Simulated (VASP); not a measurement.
# Mo (I4_1/amd) in VASP: further runs

Runs on Mo. Level: PBE. Tasks: single point.

All numbers are computed with VASP 6.6.1; they aren't measurements. Logs are shortened: lines on timing, memory, paths and dates and some standing lists are left out, and cuts for length are marked.

## Step 1: The cell of the first run

Symmetry: I4_1/amd, No. 141, tetragonal system. The conventional cell has a = 4.649 Å, b = 4.649 Å, c = 2.438 Å, α = 90.00°, β = 90.00°, γ = 90.00°. Mo (site symmetry -4m2) has 10 Mo at 2.40 to 2.96 Å within 3.2 Å.

## Step 2: Single point, PBE (13.17 Å³/atom)

INCAR

```
PREC     = Accurate       # precision mode
ENCUT    = 520            # plane-wave cutoff, eV
EDIFF    = 1E-6           # SCF threshold, eV
ISMEAR   = -1             # smearing method
SIGMA    = 0.05           # smearing width, eV
LREAL    = F              # projectors in reciprocal space
LASPH    = T              # aspherical terms in the spheres
NELM     = 60             # most SCF steps
ALGO     = Normal         # electronic algorithm
ISIF     = 2              # what is computed and relaxed
LWAVE    = F              # write WAVECAR
LCHARG   = F              # write CHGCAR
GGA      = PE             # functional
NBANDS   = 21             # bands
```

KPOINTS

```
Automatic mesh
0
Gamma
  18 18 18
```

POSCAR

```
Mo
1.0
   -2.3244626688      2.3244626688      1.2188270478
    2.3244626688     -2.3244626688      1.2188270478
    2.3244626688      2.3244626688     -1.2188270478
Mo
2
Direct
   -0.3750000000     -0.1250000000     -0.2500000000
    0.3750000000      0.1250000000      0.2500000000
```

Potentials or basis: VASP PAW PBE potentials, release 64 (Mo_sv).

The run is started by

```bash
> cat potpaw_PBE.64/Mo_sv/POTCAR > POTCAR
> mpirun -np 1 vasp_std > vasp.out
```

OUTCAR:

```text
PREC = Accurate
   ENCUT = 520
   EDIFF = 1E-6
   ISMEAR = -1
   LREAL = F
   LASPH = T
   NELM = 60
   ISIF = 2
   GGA = PE

 ion  position               nearest neighbor table
   1  0.625  0.875  0.750-   2 2.40   2 2.40   2 2.40   2 2.40   2 2.96   2 2.96   2 2.96   2 2.96

   2  0.375  0.125  0.250-   1 2.40   1 2.40   1 2.40   1 2.40   1 2.96   1 2.96   1 2.96   1 2.96

  LATTYP: Found a body centered tetragonal cell.
 ALAT       =     4.6489253376
 C/A-ratio  =     0.5243478694

  Lattice vectors:

 A1 = (  -2.3244626688,   2.3244626688,   1.2188270478)
 A2 = (   2.3244626688,  -2.3244626688,   1.2188270478)
 A3 = (   2.3244626688,   2.3244626688,  -1.2188270478)

Analysis of symmetry for initial positions (statically):
=====================================================================
 Subroutine PRICEL returns:
 Original cell was already a primitive cell.

 Routine SETGRP: Setting up the symmetry group for a
 body centered tetragonal supercell.

 Subroutine GETGRP returns: Found 16 space group operations
 (whereof  4 operations were pure point group operations)
 out of a pool of 16 trial point group operations.

The static configuration has the point symmetry C_2h.
 The point group associated with its full space group is D_4h.

Analysis of symmetry for dynamics (positions and initial velocities):
=====================================================================
 Subroutine PRICEL returns:
 Original cell was already a primitive cell.

 Routine SETGRP: Setting up the symmetry group for a
 body centered tetragonal supercell.

 Subroutine GETGRP returns: Found 16 space group operations
 (whereof  4 operations were pure point group operations)
 out of a pool of 16 trial point group operations.

The dynamic configuration has the point symmetry C_2h.
 The point group associated with its full space group is D_4h.

 Subroutine INISYM returns: Found 16 space group operations
 (whereof  4 operations are pure point group operations),
 and found     1 'primitive' translations

----------------------------------------------------------------------------------------

                                     Primitive cell

  volume of cell :      26.3419

  direct lattice vectors                    reciprocal lattice vectors
    -2.324462669  2.324462669  1.218827048     0.000000000  0.215103476  0.410230476
     2.324462669 -2.324462669  1.218827048     0.215103476  0.000000000  0.410230476
     2.324462669  2.324462669 -1.218827048     0.215103476  0.215103476  0.000000000

  length of vectors
     3.505965312  3.505965312  3.505965312     0.463204651  0.463204651  0.304202253

  position of ions in fractional coordinates (direct lattice)
     0.625000000  0.875000000  0.750000000
     0.375000000  0.125000000  0.250000000

  ion indices of the primitive-cell ions
   primitive index   ion index
                 1           1
                 2           2

----------------------------------------------------------------------------------------

 KPOINTS: Automatic mesh

Automatic generation of k-mesh.
 Grid dimensions read from file:
 generate k-points for:   18   18   18

 Generating k-lattice:

  Cartesian coordinates                     Fractional coordinates (reciprocal lattice)
     0.000000000  0.011950193  0.022790582     0.055555556  0.000000000  0.000000000
     0.011950193  0.000000000  0.022790582     0.000000000  0.055555556  0.000000000
     0.011950193  0.011950193  0.000000000     0.000000000  0.000000000  0.055555556

  Length of vectors
     0.025733592  0.025733592  0.016900125

  Shift w.r.t. Gamma in fractional coordinates (k-lattice)
     0.000000000  0.000000000  0.000000000

 Subroutine IBZKPT returns following result:
 ===========================================

 Found    480 irreducible k-points:

 Following reciprocal coordinates:
            Coordinates               Weight
  0.000000  0.000000  0.000000      1.000000
  0.055556  0.000000 -0.000000      8.000000
  0.111111  0.000000 -0.000000      8.000000
  0.166667 -0.000000  0.000000      8.000000
  0.222222 -0.000000  0.000000      8.000000
  0.277778  0.000000 -0.000000      8.000000
[... 16 lines left out ...]
 -0.277778  0.055556  0.000000     16.000000
 -0.222222  0.055556  0.000000     16.000000
 [... further k-points ...]
   k-points           NKPTS =    480   k-points in BZ     NKDIM =    480   number of bands    NBANDS=     21
   number of dos      NEDOS =    301   number of ions     NIONS =      2
   total plane-waves  NPLWV =  21952
   dimension x,y,z NGX =    28 NGY =   28 NGZ =   28
   dimension x,y,z NGXF=    56 NGYF=   56 NGZF=   56
   ions per type =               2
   NGX,Y,Z   is equivalent  to a cutoff of  13.28, 13.28, 13.28 a.u.
   NGXF,Y,Z  is equivalent  to a cutoff of  26.55, 26.55, 26.55 a.u.
 SYSTEM =  unknown system
   PREC   = accura    normal or accurate (medium, high low for compatibility)
   ISTART =      0    job   : 0-new  1-cont  2-samecut
   ICHARG =      2    charge: 1-file 2-atom 10-const
   ISPIN  =      1    spin polarized calculation?
   LNONCOLLINEAR =      F non collinear calculations
   LSORBIT =      F    spin-orbit coupling
   LASPH  =      T    aspherical Exc in radial PAW
   ENCUT  =  520.0 eV  38.22 Ry    6.18 a.u.   6.52  6.52  6.52*2*pi/ulx,y,z
   NELM   =     60;   NELMIN=  2; NELMDL= -5     # of ELM steps
   EDIFF  = 0.1E-05   stopping-criterion for ELM
   LREAL  =      F    real-space projection
   EDIFFG = 0.1E-04   stopping-criterion for IOM
   NSW    =      0    number of steps for IOM
   IBRION =     -1    ionic relax: 0-MD 1-quasi-New 2-CG
   NFREE  =      0    steps in history (QN), initial steepest desc. (CG)
   ISIF   =      2    stress and relaxation
   ISYM   =      2    0-nonsym 1-usesym 2-fastsym
   POTIM  = 0.5000    time-step for ionic-motion
   TEBEG  =    0.0;   TEEND  =   0.0 temperature during run
   PSTRESS=    0.0 pullay stress
   NELECT =      28.0000    total number of electrons
   NUPDOWN=      -1.0000    fix difference up-down
   EMIN   =  10.00;   EMAX   =-10.00  energy-range for DOS
   EFERMI =   0.00;   METHOD = LEGACY
   ISMEAR =    -1;   SIGMA  =   0.05  broadening in eV -4-tet -1-fermi 0-gaus
   EFERMI_NEDOS =   21; number of points for ismear=-14 and -15
   IALGO  =     38    algorithm
   IMIX   =      4    mixing-type and parameters
     AMIX     =   0.40;   BMIX     =  1.00
     AMIX_MAG =   1.60;   BMIX_MAG =  1.00
  volume/ion in A,a.u.               =      13.17        88.88
  Fermi-wavevector in a.u.,A,eV,Ry     =   1.670751  3.157262 37.979430  2.791409
  Thomas-Fermi vector in A             =   2.756194
   LORBIT       =      0    0 simple, 1 ext, 2 COOP (PROOUT), +10 PAW based schemes
   GGA     = PE    functional components
   LHFCALC =     F    Hartree Fock is set to
   AEXX    =    0.0000 exact exchange contribution
   IVDW    =     0    specifies the selected vdW correction
   LEPSILON=     F    determine dielectric tensor
   LRPA    =     F    only Hartree local field effects (RPA)
 non-spin polarized calculation
  energy-cutoff  :      520.00
  volume of cell :       26.34
 maximum number of plane-waves:       726
 NGX is ok and might be reduce to    28
   NGX = 13   NGY = 13   NGZ = 13

 number of electron      28.0000003 magnetization

 Free energy of the ion-electron system (eV)
  ---------------------------------------------------
  ext. energy  EPLUGINS =         0.00000000
  ---------------------------------------------------
  free energy    TOTEN  =       -18.57605435 eV

  energy without entropy =      -18.56460459  energy(sigma->0) =      -18.57032947

 E-fermi :  15.4928     XC(G=0): -14.2745

 val. band max:       15.4927611228   @ k =  -0.3333   0.1111   0.0556
 cond. band min:      15.4956192031   @ k =  -0.4444   0.2222   0.1111
 fundamental gap:      0.0028580803
 Fermi energy:        15.4927760424

 k-point     1 :       0.0000    0.0000    0.0000
  band No.  band energies     occupation
      1     -45.9372      2.00000
      2     -44.9617      2.00000
      3     -20.7959      2.00000
      4     -20.7959      2.00000
      5     -18.4239      2.00000
      6     -18.4239      2.00000
[... 13 lines left out ...]
     20      23.8073      0.00000
     21      23.8073      0.00000

 k-point     2 :       0.0556    0.0000   -0.0000
  band No.  band energies     occupation
      1     -45.9194      2.00000
      2     -44.9570      2.00000
      3     -20.7872      2.00000
      4     -20.7655      2.00000
      5     -18.4861      2.00000
      6     -18.4183      2.00000
[... 13 lines left out ...]
     20      24.1404      0.00000
     21      24.5072      0.00000

 k-point     3 :       0.1111    0.0000   -0.0000
  band No.  band energies     occupation
      1     -45.8678      2.00000
      2     -44.9436      2.00000
      3     -20.7619      2.00000
      4     -20.6785      2.00000
      5     -18.7091      2.00000
      6     -18.6490      2.00000
[... 13 lines left out ...]
     20      25.1115      0.00000
     21      25.7483      0.00000

 k-point     4 :       0.1667   -0.0000    0.0000
  band No.  band energies     occupation
      1     -45.7868      2.00000
      2     -44.9240      2.00000
      3     -20.7226      2.00000
      4     -20.5480      2.00000
      5     -19.0744      2.00000
      6     -18.9802      2.00000
[... 13 lines left out ...]
     20      26.4584      0.00000
     21      27.1262      0.00000

 k-point     5 :       0.2222   -0.0000    0.0000
  band No.  band energies     occupation
      1     -45.6841      2.00000
      2     -44.9015      2.00000
      3     -20.6731      2.00000
      4     -20.4044      2.00000
      5     -19.5118      2.00000
      6     -19.3464      2.00000
[... 13 lines left out ...]
     20      27.7072      0.00000
     21      28.1779      0.00000

 k-point     6 :       0.2778    0.0000   -0.0000
  band No.  band energies     occupation
      1     -45.5695      2.00000
      2     -44.8806      2.00000
      3     -20.6190      2.00000
      4     -20.3420      2.00000
      5     -19.9343      2.00000
      6     -19.6465      2.00000
[... 13 lines left out ...]
     20      28.1917      0.00000
     21      28.4607      0.00000

 k-point     7 :       0.3333   -0.0000    0.0000
  band No.  band energies     occupation
      1     -45.4553      2.00000
      2     -44.8654      2.00000
      3     -20.5667      2.00000
      4     -20.5420      2.00000
      5     -20.2649      2.00000
      6     -19.6943      2.00000
[... 13 lines left out ...]
     20      27.7223      0.00000
     21      28.1949      0.00000
[... 291 lines left out ...]
      1     -45.3296      2.00000
      2     -44.8842      2.00000
      3     -20.8566      2.00000
      4     -20.5416      2.00000
      5     -20.5048      2.00000
      6     -19.4211      2.00000
[... 13 lines left out ...]
     20      26.5131      0.00000
     21      27.8868      0.00000

 k-point    21 :      -0.3889    0.0556    0.0000
  band No.  band energies     occupation
      1     -45.4245      2.00000
      2     -44.8966      2.00000
      3     -20.6225      2.00000
      4     -20.4944      2.00000
      5     -20.2826      2.00000
      6     -19.5391      2.00000
[... 13 lines left out ...]
     20      26.9552      0.00000
     21      28.1007      0.00000

 k-point    22 :      -0.3333    0.0556   -0.0000
  band No.  band energies     occupation
      1     -45.5377      2.00000
      2     -44.9131      2.00000
      3     -20.6344      2.00000
      4     -20.2761      2.00000
      5     -19.9687      2.00000
      6     -19.5557      2.00000
[... 13 lines left out ...]
     20      27.2109      0.00000
     21      28.5540      0.00000

 k-point    23 :      -0.2778    0.0556    0.0000
  band No.  band energies     occupation
      1     -45.6541      2.00000
      2     -44.9323      2.00000
      3     -20.6840      2.00000
      4     -20.2943      2.00000
      5     -19.5631      2.00000
      6     -19.3179      2.00000
[... 13 lines left out ...]
     20      26.9002      0.00000
     21      28.5040      0.00000

 k-point    24 :      -0.2222    0.0556    0.0000
  band No.  band energies     occupation
      1     -45.7607      2.00000
      2     -44.9510      2.00000
      3     -20.7292      2.00000
      4     -20.4440      2.00000
      5     -19.1413      2.00000
      6     -18.9721      2.00000
[... 13 lines left out ...]
     20      25.9397      0.00000
     21      27.6507      0.00000

 [... further k-points ...]

------------------------ aborting loop because EDIFF is reached ----------------------------------------

  FORCE on cell =-STRESS in cart. coord.  units (eV):
  Direction    XX          YY          ZZ          XY          YZ          ZX
  --------------------------------------------------------------------------------------
  -------------------------------------------------------------------------------------
  Total       14.1736809     14.1736809     14.1800093     -0.0000000      0.0000000      0.0000000
  in kB      862.0768961    862.0768961    862.4618042     -0.0000000      0.0000000      0.0000000
  external PRESSURE =     862.2051988 kB  Pullay stress =       0.0000000 kB

 VOLUME and BASIS-vectors are now :
 -----------------------------------------------------------------------------
  energy-cutoff  :      520.00
  volume of cell :       26.34
      direct lattice vectors                 reciprocal lattice vectors
    -2.324462669  2.324462669  1.218827048     0.000000000  0.215103476  0.410230476
     2.324462669 -2.324462669  1.218827048     0.215103476  0.000000000  0.410230476
     2.324462669  2.324462669 -1.218827048     0.215103476  0.215103476  0.000000000

 POSITION                                       TOTAL-FORCE (eV/Angst)
 -----------------------------------------------------------------------------------
      2.32446      1.16223      0.91412         0.000000      0.000000      0.000000
      0.00000      1.16223      0.30471        -0.000000     -0.000000     -0.000000
 -----------------------------------------------------------------------------------
    total drift:                                0.000000      0.000000     -0.000000

  FREE ENERGIE OF THE ION-ELECTRON SYSTEM (eV)
  ---------------------------------------------------
  free  energy   TOTEN  =       -18.5760543526 eV

  energy  without entropy=      -18.5646045853  energy(sigma->0) =      -18.57032947
```

It took 10 min on 1 thread of Intel Xeon 8259CL, shared host; peak memory 0.32 GiB.

Results:

| Quantity | Value |
| --- | --- |
| Free energy | -18.5761 eV |
| Pressure | 86.2 GPa |
| Band gap on the k mesh | zero (bands 14 and 15 overlap by 3.77 eV) |

Caveat: the cell stands under pressure.

(Part 1 of 2 ends here.)
